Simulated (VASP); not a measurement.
# Ga2O3 (R-3c) in VASP: relaxation of shape and atoms at fixed volume with PBE

Aim: the relaxation of shape and atoms at fixed volume of Ga2O3 with PBE.

Program: VASP 6.6.1. These are calculated values, not measurements. Logs are shortened: lines on timing, memory, paths and dates and some standing lists are left out, and cuts for length are marked.

**1. The cell of the first run**

It takes space group R-3c (No. 167, trigonal). Conventional cell: a = 4.999 Å, b = 4.999 Å, c = 13.501 Å, α = 90.00°, β = 90.00°, γ = 120.00°. Within 2.6 Å of Ga (site symmetry 3) lie 6 O at 1.93 to 2.08 Å. Within 2.9 Å of O (site symmetry 2) lie 4 Ga at 1.93 to 2.08 Å and 8 O at 2.62 to 2.85 Å.

**2. Relaxation of shape and atoms at fixed volume, PBE**

INCAR reads:

```
PREC     = Accurate       # precision mode
ENCUT    = 600            # plane-wave cutoff, eV
EDIFF    = 1E-7           # SCF threshold, eV
ISMEAR   = 0              # smearing method
SIGMA    = 0.05           # smearing width, eV
LREAL    = False          # projectors in reciprocal space
LASPH    = True           # aspherical terms in the spheres
NELM     = 120            # most SCF steps
ALGO     = Normal         # electronic algorithm
ISIF     = 4              # what is computed and relaxed
LWAVE    = False          # write WAVECAR
LCHARG   = False          # write CHGCAR
GGA      = PE             # functional
IBRION   = 2              # ionic algorithm
NSW      = 60             # ionic steps
EDIFFG   = -0.01          # ionic threshold
GGA_COMPAT= False        
NELMIN   = 4
```

KPOINTS reads:

```
Automatic mesh
0
Gamma
  6 6 6
```

POSCAR reads:

```
Ga2O3
1.0
    2.4997250000      1.4432169017      4.5003166667
   -2.4997250000      1.4432169017      4.5003166667
    0.0000000000     -2.8864338033      4.5003166667
Ga O
4 6
Direct
    0.3559600000      0.3559600000      0.3559600000
    0.1440400000      0.1440400000      0.1440400000
    0.6440400000      0.6440400000      0.6440400000
    0.8559600000      0.8559600000      0.8559600000
    0.5526000000      0.9474000000      0.2500000000
    0.2500000000      0.5526000000      0.9474000000
    0.9474000000      0.2500000000      0.5526000000
    0.4474000000      0.0526000000      0.7500000000
    0.7500000000      0.4474000000      0.0526000000
    0.0526000000      0.7500000000      0.4474000000
```

Potentials or basis: VASP PAW PBE potentials, release 64 (Ga_d, O).

Run with:

```bash
$ cat potpaw_PBE.64/Ga_d/POTCAR potpaw_PBE.64/O/POTCAR > POTCAR
$ mpirun -np 1 vasp_std > vasp.out
```

OUTCAR:

```text
PREC = Accurate
   ENCUT = 600
   EDIFF = 1E-7
   ISMEAR = 0
   LREAL = False
   LASPH = True
   NELM = 120
   ISIF = 4
   GGA = PE
   IBRION = 2
   NSW = 60
   EDIFFG = -0.01
   NELMIN = 4

 ion  position               nearest neighbor table
   1  0.356  0.356  0.356-  10 1.93   8 1.93   9 1.93   5 2.08   6 2.08   7 2.08   2 2.86
   2  0.144  0.144  0.144-   9 1.93   8 1.93  10 1.93   5 2.08   7 2.08   6 2.08   1 2.86
   3  0.644  0.644  0.644-   7 1.93   5 1.93   6 1.93   8 2.08   9 2.08  10 2.08   4 2.86
   4  0.856  0.856  0.856-   6 1.93   5 1.93   7 1.93   8 2.08  10 2.08   9 2.08   3 2.86
   5  0.553  0.947  0.250-   3 1.93   4 1.93   1 2.08   2 2.08
   6  0.250  0.553  0.947-   4 1.93   3 1.93   1 2.08   2 2.08
   7  0.947  0.250  0.553-   3 1.93   4 1.93   2 2.08   1 2.08
   8  0.447  0.053  0.750-   1 1.93   2 1.93   3 2.08   4 2.08
   9  0.750  0.447  0.053-   2 1.93   1 1.93   3 2.08   4 2.08
  10  0.053  0.750  0.447-   1 1.93   2 1.93   4 2.08   3 2.08

  LATTYP: Found a trigonal (rhomboedric) cell.
 ALAT       =     5.3464334094
 COS(alpha) =     0.5627939742

  Lattice vectors:

 A1 = (   2.4997250000,   1.4432169017,   4.5003166667)
 A2 = (  -2.4997250000,   1.4432169017,   4.5003166667)
 A3 = (   0.0000000000,  -2.8864338033,   4.5003166667)

Analysis of symmetry for initial positions (statically):
=====================================================================
 Subroutine PRICEL returns:
 Original cell was already a primitive cell.

 Routine SETGRP: Setting up the symmetry group for a
 trigonal (rhombohedral) supercell.

 Subroutine GETGRP returns: Found 12 space group operations
 (whereof  6 operations were pure point group operations)
 out of a pool of 12 trial point group operations.

The static configuration has the point symmetry S_6 .
 The point group associated with its full space group is D_3d.

Analysis of symmetry for dynamics (positions and initial velocities):
=====================================================================
 Subroutine PRICEL returns:
 Original cell was already a primitive cell.

 Routine SETGRP: Setting up the symmetry group for a
 trigonal (rhombohedral) supercell.

 Subroutine GETGRP returns: Found 12 space group operations
 (whereof  6 operations were pure point group operations)
 out of a pool of 12 trial point group operations.

The dynamic configuration has the point symmetry S_6 .
 The point group associated with its full space group is D_3d.

 Subroutine INISYM returns: Found 12 space group operations
 (whereof  6 operations are pure point group operations),
 and found     1 'primitive' translations

----------------------------------------------------------------------------------------

                                     Primitive cell

  volume of cell :      97.4133

  direct lattice vectors                    reciprocal lattice vectors
     2.499725000  1.443216902  4.500316667     0.200022002  0.115482757  0.074068862
    -2.499725000  1.443216902  4.500316667    -0.200022002  0.115482757  0.074068862
     0.000000000 -2.886433803  4.500316667     0.000000000 -0.230965514  0.074068862

  length of vectors
     5.346433409  5.346433409  5.346433409     0.242551572  0.242551572  0.242551572

  position of ions in fractional coordinates (direct lattice)
     0.355960000  0.355960000  0.355960000
     0.144040000  0.144040000  0.144040000
     0.644040000  0.644040000  0.644040000
     0.855960000  0.855960000  0.855960000
     0.552600000  0.947400000  0.250000000
     0.250000000  0.552600000  0.947400000
     0.947400000  0.250000000  0.552600000
     0.447400000  0.052600000  0.750000000
     0.750000000  0.447400000  0.052600000
     0.052600000  0.750000000  0.447400000

  ion indices of the primitive-cell ions
   primitive index   ion index
                 1           1
                 2           2
                 3           3
                 4           4
                 5           5
                 6           6
                 7           7
                 8           8
                 9           9
                10          10

----------------------------------------------------------------------------------------

 KPOINTS: Automatic mesh

Automatic generation of k-mesh.
 Grid dimensions read from file:
 generate k-points for:    6    6    6

 Generating k-lattice:

  Cartesian coordinates                     Fractional coordinates (reciprocal lattice)
     0.033337000  0.019247126  0.012344810     0.166666667 -0.000000000 -0.000000000
    -0.033337000  0.019247126  0.012344810    -0.000000000  0.166666667 -0.000000000
     0.000000000 -0.038494252  0.012344810    -0.000000000 -0.000000000  0.166666667

  Length of vectors
     0.040425262  0.040425262  0.040425262

  Shift w.r.t. Gamma in fractional coordinates (k-lattice)
     0.000000000  0.000000000  0.000000000

 Subroutine IBZKPT returns following result:
 ===========================================

 Found     32 irreducible k-points:

 Following reciprocal coordinates:
            Coordinates               Weight
  0.000000  0.000000  0.000000      1.000000
  0.166667  0.000000  0.000000      6.000000
  0.333333  0.000000  0.000000      6.000000
  0.500000  0.000000  0.000000      3.000000
  0.166667  0.166667  0.000000      6.000000
  0.333333  0.166667  0.000000     12.000000
[... 16 lines left out ...]
  0.500000  0.500000  0.166667      6.000000
 -0.333333  0.500000  0.166667     12.000000
 [... further k-points ...]
   k-points           NKPTS =     32   k-points in BZ     NKDIM =     32   number of bands    NBANDS=     52
   number of dos      NEDOS =    301   number of ions     NIONS =     10
   total plane-waves  NPLWV = 110592
   dimension x,y,z NGX =    48 NGY =   48 NGZ =   48
   dimension x,y,z NGXF=    96 NGYF=   96 NGZF=   96
   ions per type =               4   6
   NGX,Y,Z   is equivalent  to a cutoff of  14.93, 14.93, 14.93 a.u.
   NGXF,Y,Z  is equivalent  to a cutoff of  29.85, 29.85, 29.85 a.u.
 SYSTEM =  unknown system
   PREC   = accura    normal or accurate (medium, high low for compatibility)
   ISTART =      0    job   : 0-new  1-cont  2-samecut
   ICHARG =      2    charge: 1-file 2-atom 10-const
   ISPIN  =      1    spin polarized calculation?
   LNONCOLLINEAR =      F non collinear calculations
   LSORBIT =      F    spin-orbit coupling
   LASPH  =      T    aspherical Exc in radial PAW
   ENCUT  =  600.0 eV  44.10 Ry    6.64 a.u.  10.68 10.68 10.68*2*pi/ulx,y,z
   NELM   =    120;   NELMIN=  4; NELMDL= -5     # of ELM steps
   EDIFF  = 0.1E-06   stopping-criterion for ELM
   LREAL  =      F    real-space projection
   EDIFFG = -.1E-01   stopping-criterion for IOM
   NSW    =     60    number of steps for IOM
   IBRION =      2    ionic relax: 0-MD 1-quasi-New 2-CG
   NFREE  =      1    steps in history (QN), initial steepest desc. (CG)
   ISIF   =      4    stress and relaxation
   ISYM   =      2    0-nonsym 1-usesym 2-fastsym
   POTIM  = 0.5000    time-step for ionic-motion
   TEBEG  =    0.0;   TEEND  =   0.0 temperature during run
   PSTRESS=    0.0 pullay stress
   NELECT =      88.0000    total number of electrons
   NUPDOWN=      -1.0000    fix difference up-down
   EMIN   =  10.00;   EMAX   =-10.00  energy-range for DOS
   EFERMI =   0.00;   METHOD = LEGACY
   ISMEAR =     0;   SIGMA  =   0.05  broadening in eV -4-tet -1-fermi 0-gaus
   EFERMI_NEDOS =   21; number of points for ismear=-14 and -15
   IALGO  =     38    algorithm
   IMIX   =      4    mixing-type and parameters
     AMIX     =   0.40;   BMIX     =  1.00
     AMIX_MAG =   1.60;   BMIX_MAG =  1.00
  volume/ion in A,a.u.               =       9.74        65.74
  Fermi-wavevector in a.u.,A,eV,Ry     =   1.582570  2.990624 34.076181  2.504529
  Thomas-Fermi vector in A             =   2.682473
   LORBIT       =      0    0 simple, 1 ext, 2 COOP (PROOUT), +10 PAW based schemes
   GGA     = PE    functional components
   LHFCALC =     F    Hartree Fock is set to
   AEXX    =    0.0000 exact exchange contribution
   IVDW    =     0    specifies the selected vdW correction
   LEPSILON=     F    determine dielectric tensor
   LRPA    =     F    only Hartree local field effects (RPA)
 conjugate gradient relaxation of ions
 non-spin polarized calculation
 Gauss-broadening in eV      SIGMA  =   0.05
  energy-cutoff  :      600.00
  volume of cell :       97.41
 maximum number of plane-waves:      3270
 NGX is ok and might be reduce to    48
   NGX = 21   NGY = 21   NGZ = 21

--------------------------------------- Ionic step        1  -------------------------------------------

 number of electron      87.9999994 magnetization

 Free energy of the ion-electron system (eV)
  ---------------------------------------------------
  ext. energy  EPLUGINS =         0.00000000
  ---------------------------------------------------
  free energy    TOTEN  =       -59.31664779 eV

  energy without entropy =      -59.31664779  energy(sigma->0) =      -59.31664779

------------------------ aborting loop because EDIFF is reached ----------------------------------------

  FORCE on cell =-STRESS in cart. coord.  units (eV):
  Direction    XX          YY          ZZ          XY          YZ          ZX
  --------------------------------------------------------------------------------------
  -------------------------------------------------------------------------------------
  Total        5.0398197      5.0398197      3.9686087      0.0000000      0.0000000      0.0000000
  in kB       82.8910072     82.8910072     65.2725681      0.0000000      0.0000000      0.0000000
  external PRESSURE =      77.0181941 kB  Pullay stress =       0.0000000 kB
[... 161 lines left out ...]
  energy  without entropy=      -59.3193987417  energy(sigma->0) =      -59.31939874

--------------------------------------- Ionic step        5  -------------------------------------------

 number of electron      87.9999990 magnetization

 Free energy of the ion-electron system (eV)
  ---------------------------------------------------
  ext. energy  EPLUGINS =         0.00000000
  ---------------------------------------------------
  free energy    TOTEN  =       -59.31942177 eV

  energy without entropy =      -59.31942177  energy(sigma->0) =      -59.31942177

 E-fermi :   4.7124     XC(G=0): -12.1445

 val. band max:        4.4462761039   @ k =  -0.1667   0.1667   0.0000
 cond. band min:       7.1687013377   @ k =   0.0000   0.0000   0.0000
 fundamental gap:      2.7224252338
 Fermi energy:         4.7124354374

 k-point     1 :       0.0000    0.0000    0.0000
  band No.  band energies     occupation
      1     -14.4860      2.00000
      2     -12.5098      2.00000
      3     -12.5098      2.00000
      4     -12.4738      2.00000
      5     -12.4672      2.00000
      6     -12.4672      2.00000
[... 1309 lines left out ...]
     51      14.3767      0.00000
     52      15.2247      0.00000

 [... further k-points ...]

------------------------ aborting loop because EDIFF is reached ----------------------------------------

  FORCE on cell =-STRESS in cart. coord.  units (eV):
  Direction    XX          YY          ZZ          XY          YZ          ZX
  --------------------------------------------------------------------------------------
  -------------------------------------------------------------------------------------
  Total        4.6048141      4.6048141      4.5645751     -0.0000000      0.0000000      0.0000000
  in kB       75.7363755     75.7363755     75.0745559     -0.0000000      0.0000000      0.0000000
  external PRESSURE =      75.5157690 kB  Pullay stress =       0.0000000 kB
[... 25 lines left out ...]
  FREE ENERGIE OF THE ION-ELECTRON SYSTEM (eV)
  ---------------------------------------------------
  free  energy   TOTEN  =       -59.3194217688 eV

  energy  without entropy=      -59.3194217688  energy(sigma->0) =      -59.31942177

 reached required accuracy - stopping structural energy minimisation
```

Wall time 23 min (1 thread of Oxide Virtual Turin-like, shared host); peak memory 0.39 GiB.

What came out:

```yaml
Free_energy: -59.3194 eV
Energy_gained_by_relaxing: 0.3 meV/atom
Ionic_steps: 5
Pressure_after_relaxing: 7.6 GPa
Largest_force_after_relaxing: 0.009 eV/Å
Band_gap_on_the_k_mesh: 2.72 eV (least direct gap 2.98 eV)
```

Forces in eV/Å, atoms in the order of the input:
```
Ga   0.000  0.000  0.000
Ga   0.000  0.000  0.000
Ga   0.000  0.000  0.000
Ga   0.000  0.000  0.000
O   -0.009  0.000  0.000
O    0.005 -0.008  0.000
O    0.005  0.008  0.000
O    0.009  0.000  0.000
O   -0.005  0.008  0.000
O   -0.005 -0.008  0.000
```

Step by step:
```tsv
step	energy change (eV)	largest force (eV/Å)	pressure (GPa)	volume (Å³)
1	0.0000	0.0447	7.70	97.41
2	-0.0026	0.0198	7.60	97.41
3	-0.0027	0.0262	7.56	97.41
4	-0.0028	0.0102	7.56	97.41
5	-0.0028	0.0093	7.55	97.41
```

Final structure:
```
Ga O
1.0
     2.50539    1.44649    4.47998
    -2.50539    1.44649    4.47998
     0.00000   -2.89298    4.47998
Ga O
4 6
Direct
  0.35610 0.35610 0.35610
  0.14390 0.14390 0.14390
  0.64390 0.64390 0.64390
  0.85610 0.85610 0.85610
  0.55317 0.94683 0.25000
  0.25000 0.55317 0.94683
  0.94683 0.25000 0.55317
  0.44683 0.05317 0.75000
  0.75000 0.44683 0.05317
  0.05317 0.75000 0.44683
```

A k mesh can miss the band edges. As with any semilocal functional, this PBE gap is likely too small.
